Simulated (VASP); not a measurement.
# NaSr4H12Pd4 (a cell with a defect) in VASP: single point with LDA

Aim: the single point of NaSr4H12Pd4 (a cell with a defect) with LDA.

Everything below comes from runs of VASP 6.6.1. Logs are shortened: lines on timing, memory, paths and dates and some standing lists are left out, and cuts for length are marked.

### Step 1. The cell of the first run

The cell holds a defect, 21 atoms: a = 6.631 Å, b = 6.631 Å, c = 6.631 Å, α = 109.47°, β = 109.47°, γ = 109.47°.

### Step 2. Single point, LDA

Input file INCAR:

```
SYSTEM = NaSr4H12Pd4
  PREC = Accurate
  ENCUT = 520
  EDIFF = 1E-6
  ISMEAR = -1
  SIGMA = 0.15
  LREAL = Auto
  LASPH = .True.
  NELM = 100
  ALGO = Normal
  ISIF = 2
  LWAVE = .False.
  LCHARG = .False.
  NBANDS = 66
```

Input file KPOINTS:

```
regular mesh
0
Gamma
  2 2 2
  0 0 0
```

Input file POSCAR:

```
NaSr4H12Pd4
1.0
   -3.8281930000      3.8281930000      3.8281930000
    3.8281930000     -3.8281930000      3.8281930000
    3.8281930000      3.8281930000     -3.8281930000
Sr H Pd Na
4 12 4 1
Direct
    0.4918263034      0.5488958227      0.5488197319
   -0.0107142993     -0.0108203864      0.4892692221
   -0.0106268616      0.4893135359     -0.0107265026
    0.4919507448     -0.0711501698     -0.0713032217
   -0.0112708318      0.2350097736      0.2350575071
    0.2187977130     -0.0329600459      0.2426710806
    0.2187732754      0.2421968461     -0.0327064406
    0.4894420133      0.7397077748      0.2386653333
    0.7583567245      0.5072156804      0.2414852436
    0.7447320578      0.7344586153     -0.0026625270
    0.4894520184      0.2384688739      0.7394899633
    0.7445939606     -0.0025848575      0.7342184509
    0.7592405054      0.2421125364      0.5077418130
   -0.0092650028      0.7433393715      0.7433431011
    0.2284469574      0.4808116348      0.7347767649
    0.2273492374      0.7336940285      0.4807092424
   -0.0049332791     -0.0081895606     -0.0081312085
    0.4890487994      0.4852139539     -0.0074062122
    0.4891852004     -0.0074389756      0.4854109058
   -0.0192327608      0.4846287705      0.4846966606
    0.4824182242      0.2335456774      0.2340051920
```

Potentials or basis: VASP PAW LDA potentials, release 64 (Sr_sv, H, Pd, Na_pv).

Command:

```
$ cat potpaw_LDA.64/Sr_sv/POTCAR potpaw_LDA.64/H/POTCAR potpaw_LDA.64/Pd/POTCAR potpaw_LDA.64/Na_pv/POTCAR > POTCAR
$ mpirun -np 1 vasp_std > vasp.out
```

OUTCAR:

```text
SYSTEM = NaSr4H12Pd4
   PREC = Accurate
   ENCUT = 520
   EDIFF = 1E-6
   ISMEAR = -1
   LREAL = Auto
   LASPH = .True.
   NELM = 100
   ISIF = 2

 ion  position               nearest neighbor table
   1  0.492  0.549  0.549-  21 2.38  10 2.46  12 2.46  16 2.46  15 2.46  14 2.73   8 2.75  11 2.75
                             5 2.77   4 2.91  17 3.09  19 3.11  18 3.11  20 3.13  20 3.55  18 3.56
   2  0.989  0.989  0.489-   6 2.58   7 2.59   9 2.61  13 2.62  12 2.65  15 2.66  10 2.66  16 2.67
                             8 2.71  14 2.71   5 2.71  11 2.71  18 3.31  17 3.31  20 3.31  19 3.32
   3  0.989  0.489  0.989-   7 2.58   6 2.59  13 2.61   9 2.62  10 2.65  16 2.66  12 2.66  15 2.67
                            11 2.71  14 2.71   8 2.71   5 2.71  17 3.31  19 3.31  20 3.31  18 3.32
   4  0.492  0.929  0.929-  21 2.37  12 2.45  10 2.45  16 2.45  15 2.45   5 2.73  11 2.74   8 2.74
                            14 2.76   1 2.91  17 3.08  19 3.10  18 3.10  20 3.12  20 3.56  18 3.58
   5  0.989  0.235  0.235-  17 1.89  20 1.94   2 2.71   3 2.71   4 2.73   1 2.77
   6  0.219  0.967  0.243-  19 1.88  17 1.92   2 2.58   3 2.59
   7  0.219  0.242  0.967-  18 1.88  17 1.92   3 2.58   2 2.59
   8  0.489  0.740  0.239-  19 1.91  18 1.92   2 2.71   3 2.71   4 2.74   1 2.75
   9  0.758  0.507  0.241-  20 1.88  18 1.91   2 2.61   3 2.62
  10  0.745  0.734  0.997-  18 1.92  17 1.97   4 2.45   1 2.46   3 2.65   2 2.66
  11  0.489  0.238  0.739-  19 1.91  18 1.92   3 2.71   2 2.71   4 2.74   1 2.75
  12  0.745  0.997  0.734-  19 1.91  17 1.97   4 2.45   1 2.46   2 2.65   3 2.66
  13  0.759  0.242  0.508-  20 1.87  19 1.91   3 2.61   2 2.62
  14  0.991  0.743  0.743-  17 1.89  20 1.94   2 2.71   3 2.71   1 2.73   4 2.76
  15  0.228  0.481  0.735-  20 1.92  18 1.97   4 2.45   1 2.46   2 2.66   3 2.67
  16  0.227  0.734  0.481-  20 1.91  19 1.98   4 2.45   1 2.46   3 2.66   2 2.67
  17  0.995  0.992  0.992-  14 1.89   5 1.89   7 1.92   6 1.92  10 1.97  12 1.97  21 2.64   4 3.08
                             1 3.09   3 3.31   2 3.31   2 3.32   3 3.32   1 3.58   4 3.60
  18  0.489  0.485  0.993-   7 1.88   9 1.91  10 1.92   8 1.92  11 1.92  15 1.97  21 2.67   4 3.10
                             1 3.11   2 3.31   3 3.32   3 3.32   2 3.32   1 3.56   4 3.58
  19  0.489  0.993  0.485-   6 1.88  13 1.91  12 1.91  11 1.91   8 1.91  16 1.98  21 2.67   4 3.10
                             1 3.11   3 3.31   2 3.32   2 3.32   3 3.32   1 3.56   4 3.58
  20  0.981  0.485  0.485-  13 1.87   9 1.88  16 1.91  15 1.92   5 1.94  14 1.94  21 2.70   4 3.12
                             1 3.13   2 3.31   3 3.31   3 3.32   2 3.32   1 3.55   4 3.56
  21  0.482  0.234  0.234-   4 2.37   1 2.38  17 2.64  19 2.67  18 2.67  20 2.70

  LATTYP: Found a body centered cubic cell.
 ALAT       =     7.6563860000

  Lattice vectors:

 A1 = (  -3.8281930000,   3.8281930000,   3.8281930000)
 A2 = (   3.8281930000,  -3.8281930000,   3.8281930000)
 A3 = (   3.8281930000,   3.8281930000,  -3.8281930000)

Analysis of symmetry for initial positions (statically):
=====================================================================
 Subroutine PRICEL returns:
 Original cell was already a primitive cell.

 Routine SETGRP: Setting up the symmetry group for a
 body centered cubic supercell.

 Subroutine GETGRP returns: Found  1 space group operations
 (whereof  1 operations were pure point group operations)
 out of a pool of 48 trial point group operations.

The static configuration has the point symmetry C_1 .

Analysis of symmetry for dynamics (positions and initial velocities):
=====================================================================
 Subroutine PRICEL returns:
 Original cell was already a primitive cell.

 Routine SETGRP: Setting up the symmetry group for a
 body centered cubic supercell.

 Subroutine GETGRP returns: Found  1 space group operations
 (whereof  1 operations were pure point group operations)
 out of a pool of 48 trial point group operations.

The dynamic configuration has the point symmetry C_1 .

 Subroutine INISYM returns: Found  1 space group operations
 (whereof  1 operations are pure point group operations),
 and found     1 'primitive' translations

----------------------------------------------------------------------------------------

                                     Primitive cell

  volume of cell :     224.4096

  direct lattice vectors                    reciprocal lattice vectors
    -3.828193000  3.828193000  3.828193000     0.000000000  0.130609925  0.130609925
     3.828193000 -3.828193000  3.828193000     0.130609925  0.000000000  0.130609925
     3.828193000  3.828193000 -3.828193000     0.130609925  0.130609925  0.000000000

  length of vectors
     6.630624777  6.630624777  6.630624777     0.184710327  0.184710327  0.184710327

  position of ions in fractional coordinates (direct lattice)
     0.491826303  0.548895823  0.548819732
     0.989285701  0.989179614  0.489269222
     0.989373138  0.489313536  0.989273497
     0.491950745  0.928849830  0.928696778
     0.988729168  0.235009774  0.235057507
     0.218797713  0.967039954  0.242671081
[... 13 lines left out ...]
     0.980767239  0.484628771  0.484696661
     0.482418224  0.233545677  0.234005192

  ion indices of the primitive-cell ions
   primitive index   ion index
                 1           1
                 2           2
                 3           3
                 4           4
                 5           5
                 6           6
[... 13 lines left out ...]
                20          20
                21          21

----------------------------------------------------------------------------------------

 KPOINTS: regular mesh

Automatic generation of k-mesh.
 Grid dimensions read from file:
 generate k-points for:    2    2    2

 Generating k-lattice:

  Cartesian coordinates                     Fractional coordinates (reciprocal lattice)
     0.000000000  0.065304962  0.065304962     0.500000000  0.000000000  0.000000000
     0.065304962  0.000000000  0.065304962     0.000000000  0.500000000  0.000000000
     0.065304962  0.065304962  0.000000000     0.000000000  0.000000000  0.500000000

  Length of vectors
     0.092355164  0.092355164  0.092355164

  Shift w.r.t. Gamma in fractional coordinates (k-lattice)
     0.000000000  0.000000000  0.000000000

 Subroutine IBZKPT returns following result:
 ===========================================

 Found      8 irreducible k-points:

 Following reciprocal coordinates:
            Coordinates               Weight
  0.000000  0.000000  0.000000      1.000000
  0.500000  0.000000  0.000000      1.000000
  0.000000  0.500000  0.000000      1.000000
  0.000000  0.000000  0.500000      1.000000
  0.500000  0.000000  0.500000      1.000000
  0.500000  0.500000  0.000000      1.000000
  0.000000  0.500000  0.500000      1.000000
  0.500000  0.500000  0.500000      1.000000
   k-points           NKPTS =      8   k-points in BZ     NKDIM =      8   number of bands    NBANDS=     66
   number of dos      NEDOS =    301   number of ions     NIONS =     21
   total plane-waves  NPLWV = 125000
   dimension x,y,z NGX =    50 NGY =   50 NGZ =   50
   dimension x,y,z NGXF=   100 NGYF=  100 NGZF=  100
   ions per type =               4  12   4   1
   NGX,Y,Z   is equivalent  to a cutoff of  12.54, 12.54, 12.54 a.u.
   NGXF,Y,Z  is equivalent  to a cutoff of  25.07, 25.07, 25.07 a.u.
 SYSTEM =  NaSr4H12Pd4
   PREC   = accura    normal or accurate (medium, high low for compatibility)
   ISTART =      0    job   : 0-new  1-cont  2-samecut
   ICHARG =      2    charge: 1-file 2-atom 10-const
   ISPIN  =      1    spin polarized calculation?
   LNONCOLLINEAR =      F non collinear calculations
   LSORBIT =      F    spin-orbit coupling
   LASPH  =      T    aspherical Exc in radial PAW
   ENCUT  =  520.0 eV  38.22 Ry    6.18 a.u.  12.33 12.33 12.33*2*pi/ulx,y,z
   NELM   =    100;   NELMIN=  2; NELMDL= -5     # of ELM steps
   EDIFF  = 0.1E-05   stopping-criterion for ELM
   LREAL  =      T    real-space projection
   EDIFFG = 0.1E-04   stopping-criterion for IOM
   NSW    =      0    number of steps for IOM
[... 5 lines left out ...]
   TEBEG  =    0.0;   TEEND  =   0.0 temperature during run
   PSTRESS=    0.0 pullay stress
   NELECT =      99.0000    total number of electrons
   NUPDOWN=      -1.0000    fix difference up-down
   EMIN   =  10.00;   EMAX   =-10.00  energy-range for DOS
   EFERMI =   0.00;   METHOD = LEGACY
   ISMEAR =    -1;   SIGMA  =   0.15  broadening in eV -4-tet -1-fermi 0-gaus
   EFERMI_NEDOS =   21; number of points for ismear=-14 and -15
   IALGO  =     38    algorithm
   IMIX   =      4    mixing-type and parameters
     AMIX     =   0.40;   BMIX     =  1.00
     AMIX_MAG =   1.60;   BMIX_MAG =  1.00
  volume/ion in A,a.u.               =      10.69        72.11
  Fermi-wavevector in a.u.,A,eV,Ry     =   1.246253  2.355076 21.131828  1.553146
  Thomas-Fermi vector in A             =   2.380438
   LORBIT       =      0    0 simple, 1 ext, 2 COOP (PROOUT), +10 PAW based schemes
   GGA     = CA    functional components
   LHFCALC =     F    Hartree Fock is set to
   AEXX    =    0.0000 exact exchange contribution
   IVDW    =     0    specifies the selected vdW correction
   LEPSILON=     F    determine dielectric tensor
   LRPA    =     F    only Hartree local field effects (RPA)
 non-spin polarized calculation
  energy-cutoff  :      520.00
  volume of cell :      224.41
 maximum number of plane-waves:      6084
 NGX is ok and might be reduce to    50
   NGX = 25   NGY = 25   NGZ = 25

 number of electron      99.0000008 magnetization

 Free energy of the ion-electron system (eV)
  ---------------------------------------------------
  ext. energy  EPLUGINS =         0.00000000
  ---------------------------------------------------
  free energy    TOTEN  =       -85.31369935 eV

  energy without entropy =      -84.91385061  energy(sigma->0) =      -85.11377498

 E-fermi :   5.2858     XC(G=0): -10.9967

 val. band max:        5.2545554030   @ k =   0.5000   0.0000   0.0000
 cond. band min:       5.2964765730   @ k =   0.5000   0.0000   0.0000
 fundamental gap:      0.0419211700
 Fermi energy:         5.2858413908

 k-point     1 :       0.0000    0.0000    0.0000
  band No.  band energies     occupation
      1     -30.4119      2.00000
      2     -30.2276      2.00000
      3     -29.6411      2.00000
      4     -29.6175      2.00000
      5     -20.7211      2.00000
      6     -20.1463      2.00000
[... 53 lines left out ...]
     60       9.8557      0.00000
     61       9.8745      0.00000

 k-point     2 :       0.5000    0.0000    0.0000
  band No.  band energies     occupation
      1     -30.4109      2.00000
      2     -30.2277      2.00000
      3     -29.6412      2.00000
      4     -29.6176      2.00000
      5     -20.7212      2.00000
      6     -20.1465      2.00000
[... 53 lines left out ...]
     60       9.2802      0.00000
     61       9.3015      0.00000

 k-point     3 :       0.0000    0.5000    0.0000
  band No.  band energies     occupation
      1     -30.4270      2.00000
      2     -30.2104      2.00000
      3     -29.6293      2.00000
      4     -29.6292      2.00000
      5     -20.7351      2.00000
      6     -20.1464      2.00000
[... 309 lines left out ...]
     60       9.2919      0.00000
     61       9.2953      0.00000

 k-point     8 :       0.5000    0.5000    0.5000
  band No.  band energies     occupation
      1     -30.4104      2.00000
      2     -30.2283      2.00000
      3     -29.6405      2.00000
      4     -29.6169      2.00000
      5     -20.7213      2.00000
      6     -20.1465      2.00000
[... 53 lines left out ...]
     60       8.9633      0.00000
     61       8.9746      0.00000
 [bands above 61 left out]

------------------------ aborting loop because EDIFF is reached ----------------------------------------

  FORCE on cell =-STRESS in cart. coord.  units (eV):
  Direction    XX          YY          ZZ          XY          YZ          ZX
  --------------------------------------------------------------------------------------
  -------------------------------------------------------------------------------------
  Total       11.6069503      1.4882615      1.4965315     -0.0052079      0.0022562     -0.0107507
  in kB       82.8680733     10.6254755     10.6845192     -0.0371819      0.0161085     -0.0767547
  external PRESSURE =      34.7260227 kB  Pullay stress =       0.0000000 kB

 VOLUME and BASIS-vectors are now :
 -----------------------------------------------------------------------------
  energy-cutoff  :      520.00
  volume of cell :      224.41
      direct lattice vectors                 reciprocal lattice vectors
    -3.828193000  3.828193000  3.828193000     0.000000000  0.130609925  0.130609925
     3.828193000 -3.828193000  3.828193000     0.130609925  0.000000000  0.130609925
     3.828193000  3.828193000 -3.828193000     0.130609925  0.130609925  0.000000000

 POSITION                                       TOTAL-FORCE (eV/Angst)
 -----------------------------------------------------------------------------------
      2.31946      1.88251      1.88310        -0.064626     -0.007555     -0.007885
      1.87261      1.87342      5.70093        -0.001239     -0.000790     -0.000708
      1.87281      5.70145      1.87357        -0.001289     -0.000518     -0.002414
      5.22776      1.88270      1.88387         0.068791     -0.008002     -0.008316
     -1.98554      3.78523      3.78486         0.001178      0.002243      0.001944
      3.79341     -1.93542      3.61062        -0.003528     -0.011544      0.005812
[... 13 lines left out ...]
     -0.04380      3.75483      3.75431         0.002744      0.004246      0.005051
     -0.05692      1.84855      1.84503         0.003727      0.006900      0.008746
 -----------------------------------------------------------------------------------
    total drift:                                0.000523      0.001227      0.000133

  FREE ENERGIE OF THE ION-ELECTRON SYSTEM (eV)
  ---------------------------------------------------
  free  energy   TOTEN  =       -85.3136993544 eV

  energy  without entropy=      -84.9138506111  energy(sigma->0) =      -85.11377498
```

Run time: 4.6 min. Hardware: 1 thread of Intel Xeon Platinum 8259CL at 2.50GHz (Skylake/Cascade Lake), shared host; peak memory 0.33 GiB.

What came out:

- Free energy: -85.3137 eV
- Pressure: 3.5 GPa
- Largest force: 0.070 eV/Å
- Band gap on the k mesh: zero (an odd number of electrons rules out a gap without spin polarisation)

Forces in eV/Å, atoms in the order of the input:
```
Sr  -0.065 -0.008 -0.008
Sr  -0.001 -0.001 -0.001
Sr  -0.001 -0.001 -0.002
Sr   0.069 -0.008 -0.008
H    0.001  0.002  0.002
H   -0.004 -0.012  0.006
H   -0.003  0.005 -0.011
H    0.000  0.000 -0.003
H   -0.001 -0.005  0.010
H    0.002 -0.007  0.007
H   -0.001 -0.003 -0.001
H    0.002  0.007 -0.008
H   -0.002  0.009 -0.005
H   -0.002  0.001  0.000
H    0.001  0.008 -0.002
H    0.002 -0.001  0.009
Pd  -0.002  0.007  0.005
Pd  -0.002 -0.003 -0.001
Pd  -0.001 -0.001 -0.004
Pd   0.003  0.004  0.005
Na   0.004  0.007  0.009
```

Levels at points of the mesh, in eV from the Fermi level:
```csv
k point,band 48,band 49,band 50,band 51,band 52,band 53
"(0.00, 0.00, 0.00)",-1.94,-1.94,1.57,1.64,1.90,2.22
"(0.50, 0.00, 0.00)",-0.56,-0.35,-0.03,0.01,2.09,2.44
"(0.00, 0.50, 0.00)",-0.45,-0.37,-0.15,0.21,2.11,2.19
"(0.00, 0.00, 0.50)",-0.45,-0.37,-0.15,0.21,2.11,2.19
"(0.50, 0.00, 0.50)",-0.45,-0.37,-0.15,0.21,2.11,2.19
"(0.50, 0.50, 0.00)",-0.45,-0.37,-0.15,0.21,2.11,2.19
"(0.00, 0.50, 0.50)",-0.54,-0.37,-0.03,0.01,2.08,2.43
"(0.50, 0.50, 0.50)",-2.42,0.39,1.43,1.58,1.58,1.72
```

Caveat: the k points lie up to 0.58 Å⁻¹ apart, too coarse for converged energies and pressures of a metal.

The gap in the log of VASP goes by the Fermi energy; the results here count the filled bands.